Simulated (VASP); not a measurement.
# Ta (Im-3m) in VASP: a series of runs

The runs below take Ta through single point, with PBE.

All numbers are computed with VASP 6.6.1; they aren't measurements. Logs are shortened: lines on timing, memory, paths and dates and some standing lists are left out, and cuts for length are marked.

### 1 The cell of the first run

It takes space group Im-3m (No. 229, cubic). The conventional cell has a = 3.303 Å, b = 3.303 Å, c = 3.303 Å, α = 90.00°, β = 90.00°, γ = 90.00°. Ta (site symmetry m-3m) has 14 Ta at 2.86 to 3.30 Å within 3.8 Å.

### 2 Single point, PBE

File INCAR:

```
SYSTEM = Ta
ALGO     = Normal         ! electronic algorithm
EDIFF    = 1E-7           ! SCF threshold, eV
ENCUT    = 520            ! plane-wave cutoff, eV
GGA      = PE             ! functional
ISIF     = 2              ! what is computed and relaxed
ISMEAR   = -1             ! smearing method
LASPH    = .True.         ! aspherical terms in the spheres
LCHARG   = .False.        ! write CHGCAR
LREAL    = .False.        ! projectors in reciprocal space
LWAVE    = .False.        ! write WAVECAR
NBANDS   = 12             ! bands
NELM     = 60             ! most SCF steps
PREC     = Accurate       ! precision mode
SIGMA    = 0.08           ! smearing width, eV
```

File KPOINTS:

```
k-points
0
Gamma
  17 17 17
  0 0 0
```

File POSCAR:

```
Ta
1.0
   -1.6512800000      1.6512800000      1.6512800000
    1.6512800000     -1.6512800000      1.6512800000
    1.6512800000      1.6512800000     -1.6512800000
Ta
1
Direct
    0.0000000000      0.0000000000      0.0000000000
```

Potentials or basis: VASP PAW PBE potentials, release 64 (Ta_pv).

The run is started by

```
> cat potpaw_PBE.64/Ta_pv/POTCAR > POTCAR
> mpirun -np 1 vasp_std > vasp.out
```

OUTCAR:

```text
SYSTEM = Ta
   EDIFF = 1E-7
   ENCUT = 520
   GGA = PE
   ISIF = 2
   ISMEAR = -1
   LASPH = .True.
   LREAL = .False.
   NELM = 60
   PREC = Accurate

 ion  position               nearest neighbor table
   1  0.000  0.000  0.000-

  LATTYP: Found a body centered cubic cell.
 ALAT       =     3.3025600000

  Lattice vectors:

 A1 = (  -1.6512800000,   1.6512800000,   1.6512800000)
 A2 = (   1.6512800000,  -1.6512800000,   1.6512800000)
 A3 = (   1.6512800000,   1.6512800000,  -1.6512800000)

Analysis of symmetry for initial positions (statically):
=====================================================================
 Subroutine PRICEL returns:
 Original cell was already a primitive cell.

 Routine SETGRP: Setting up the symmetry group for a
 body centered cubic supercell.

 Subroutine GETGRP returns: Found 48 space group operations
 (whereof 48 operations were pure point group operations)
 out of a pool of 48 trial point group operations.

The static configuration has the point symmetry O_h .

Analysis of symmetry for dynamics (positions and initial velocities):
=====================================================================
 Subroutine PRICEL returns:
 Original cell was already a primitive cell.

 Routine SETGRP: Setting up the symmetry group for a
 body centered cubic supercell.

 Subroutine GETGRP returns: Found 48 space group operations
 (whereof 48 operations were pure point group operations)
 out of a pool of 48 trial point group operations.

The dynamic configuration has the point symmetry O_h .

 Subroutine INISYM returns: Found 48 space group operations
 (whereof 48 operations are pure point group operations),
 and found     1 'primitive' translations

----------------------------------------------------------------------------------------

                                     Primitive cell

  volume of cell :      18.0104

  direct lattice vectors                    reciprocal lattice vectors
    -1.651280000  1.651280000  1.651280000     0.000000000  0.302795407  0.302795407
     1.651280000 -1.651280000  1.651280000     0.302795407  0.000000000  0.302795407
     1.651280000  1.651280000 -1.651280000     0.302795407  0.302795407  0.000000000

  length of vectors
     2.860100858  2.860100858  2.860100858     0.428217371  0.428217371  0.428217371

  position of ions in fractional coordinates (direct lattice)
[... 82 lines left out ...]
   NFREE  =      0    steps in history (QN), initial steepest desc. (CG)
   ISIF   =      2    stress and relaxation
   ISYM   =      2    0-nonsym 1-usesym 2-fastsym
   POTIM  = 0.5000    time-step for ionic-motion
   TEBEG  =    0.0;   TEEND  =   0.0 temperature during run
   PSTRESS=    0.0 pullay stress
   NELECT =      11.0000    total number of electrons
   NUPDOWN=      -1.0000    fix difference up-down
   EMIN   =  10.00;   EMAX   =-10.00  energy-range for DOS
   EFERMI =   0.00;   METHOD = LEGACY
   ISMEAR =    -1;   SIGMA  =   0.08  broadening in eV -4-tet -1-fermi 0-gaus
   EFERMI_NEDOS =   21; number of points for ismear=-14 and -15
   IALGO  =     38    algorithm
   IMIX   =      4    mixing-type and parameters
     AMIX     =   0.40;   BMIX     =  1.00
     AMIX_MAG =   1.60;   BMIX_MAG =  1.00
  volume/ion in A,a.u.               =      18.01       121.54
  Fermi-wavevector in a.u.,A,eV,Ry     =   1.388988  2.624806 26.249534  1.929286
  Thomas-Fermi vector in A             =   2.513061
   LORBIT       =      0    0 simple, 1 ext, 2 COOP (PROOUT), +10 PAW based schemes
   GGA     = PE    functional components
   LHFCALC =     F    Hartree Fock is set to
   AEXX    =    0.0000 exact exchange contribution
   IVDW    =     0    specifies the selected vdW correction
   LEPSILON=     F    determine dielectric tensor
   LRPA    =     F    only Hartree local field effects (RPA)
 non-spin polarized calculation
  energy-cutoff  :      520.00
  volume of cell :       18.01
 maximum number of plane-waves:       496
 NGX is ok and might be reduce to    24
   NGX = 11   NGY = 11   NGZ = 11

 number of electron      11.0000002 magnetization

 Free energy of the ion-electron system (eV)
  ---------------------------------------------------
  ext. energy  EPLUGINS =         0.00000000
  ---------------------------------------------------
  free energy    TOTEN  =       -11.82433476 eV

  energy without entropy =      -11.79682927  energy(sigma->0) =      -11.81058201

 E-fermi :   5.4919     XC(G=0): -12.6183

 val. band max:        5.4864337391   @ k =  -0.4706  -0.4706   0.1765
 cond. band min:       5.5113572653   @ k =  -0.2941   0.4118   0.1176
 fundamental gap:      0.0249235262
 Fermi energy:         5.4918961169

 k-point     1 :       0.0000    0.0000    0.0000
  band No.  band energies     occupation
      1     -27.5831      2.00000
      2     -27.5831      2.00000
      3     -27.5831      2.00000
      4      -2.4298      2.00000
      5       6.2224      0.00022
      6       6.2224      0.00022
      7       6.2224      0.00022
      8       9.4958      0.00000
      9       9.4958      0.00000
     10      20.1862      0.00000
     11      20.4978      0.00000
     12      20.4978      0.00000
[... 331 lines left out ...]
 k-point    24 :       0.1765    0.1765    0.0000
  band No.  band energies     occupation
      1     -28.3422      2.00000
      2     -27.8348      2.00000
      3     -27.6616      2.00000
      4       0.8300      2.00000
      5       4.6296      1.99996
      6       4.9011      1.99876
      7       8.5318      0.00000
      8      10.1804      0.00000
      9      10.3357      0.00000
     10      20.0649      0.00000
     11      20.2548      0.00000
     12      22.2417      0.00000

 [... further k-points ...]

------------------------ aborting loop because EDIFF is reached ----------------------------------------

  FORCE on cell =-STRESS in cart. coord.  units (eV):
  Direction    XX          YY          ZZ          XY          YZ          ZX
  --------------------------------------------------------------------------------------
  -------------------------------------------------------------------------------------
  Total        0.3641972      0.3641972      0.3641972      0.0000000     -0.0000000     -0.0000000
  in kB       32.3985055     32.3985055     32.3985055      0.0000000     -0.0000000     -0.0000000
  external PRESSURE =      32.3985055 kB  Pullay stress =       0.0000000 kB

 VOLUME and BASIS-vectors are now :
 -----------------------------------------------------------------------------
  energy-cutoff  :      520.00
  volume of cell :       18.01
      direct lattice vectors                 reciprocal lattice vectors
    -1.651280000  1.651280000  1.651280000     0.000000000  0.302795407  0.302795407
     1.651280000 -1.651280000  1.651280000     0.302795407  0.000000000  0.302795407
     1.651280000  1.651280000 -1.651280000     0.302795407  0.302795407  0.000000000

 POSITION                                       TOTAL-FORCE (eV/Angst)
 -----------------------------------------------------------------------------------
      0.00000      0.00000      0.00000         0.000000     -0.000000      0.000000
 -----------------------------------------------------------------------------------
    total drift:                                0.000000      0.000000     -0.000000

  FREE ENERGIE OF THE ION-ELECTRON SYSTEM (eV)
  ---------------------------------------------------
  free  energy   TOTEN  =       -11.8243347612 eV

  energy  without entropy=      -11.7968292686  energy(sigma->0) =      -11.81058201
```

stdout:

```text
POSCAR found type information on POSCAR Ta
 POSCAR found :  1 types and       1 ions
 scaLAPACK will be used
 LDA part: xc-table for (Slater+PW92), standard interpolation
 POSCAR, INCAR and KPOINTS ok, starting setup
 FFT: planning ... GRIDC
 FFT: planning ... GRID_SOFT
 FFT: planning ... GRID
 WAVECAR not read
 entering main loop
```

It took 32 s on 1 thread of Intel Xeon Platinum 8488C (Sapphire Rapids), shared host; peak memory 0.16 GiB.

Results:

| Item | Value |
| --- | --- |
| Free energy | -11.8243 eV |
| Pressure | 3.2 GPa |
| Band gap on the k mesh | zero (an odd number of electrons rules out a gap without spin polarisation) |

Levels at points of the mesh, in eV from the Fermi level:
```tsv
k point	band 2	band 3	band 4	band 5	band 6	band 7	band 8	band 9	band 10	band 11
(0.00, 0.00, 0.00)	-33.07	-33.07	-7.92	0.73	0.73	0.73	4.00	4.00	14.69	15.01
```

Caveat: the cell stands under pressure; spin-orbit coupling is left out, which moves the levels of the heavy elements.

### 3 Single point, PBE

File INCAR:

```
  ALGO = Normal
  EDIFF = 1E-6
  ENCUT = 520
  GGA = PE
  ISIF = 2
  ISMEAR = -1
  LASPH = T
  LCHARG = F
  LREAL = F
  LWAVE = F
  NBANDS = 12
  NELM = 60
  PREC = Accurate
  SIGMA = 0.08
```

File KPOINTS:

```
k-points
0
Gamma
  17 17 17
```

POSCAR is that of step 2.

Potentials or basis: VASP PAW PBE potentials, release 64 (Ta_pv).

The run is started by

```
> cat potpaw_PBE.64/Ta_pv/POTCAR > POTCAR
> mpirun -np 1 vasp_std > vasp.out
```

Run time: 17 s. Hardware: 1 thread of Intel Xeon Platinum 8488C (Sapphire Rapids), shared host; peak memory 0.16 GiB.

It converged, with:

```yaml
Free_energy: -11.8243 eV
Pressure: 3.2 GPa
Band_gap_on_the_k_mesh: zero (an odd number of electrons rules out a gap without spin polarisation)
```

Levels at points of the mesh, in eV from the Fermi level:
| k point | band 4 | band 5 | band 6 | band 7 | band 8 | band 9 |
| --- | --- | --- | --- | --- | --- | --- |
| (0.00, 0.00, 0.00) | -7.92 | 0.73 | 0.73 | 0.73 | 4.00 | 4.00 |

Caveat: the cell stands under pressure; spin-orbit coupling is left out, which moves the levels of the heavy elements.

The gap in the log of VASP goes by the Fermi energy; the results here count the filled bands.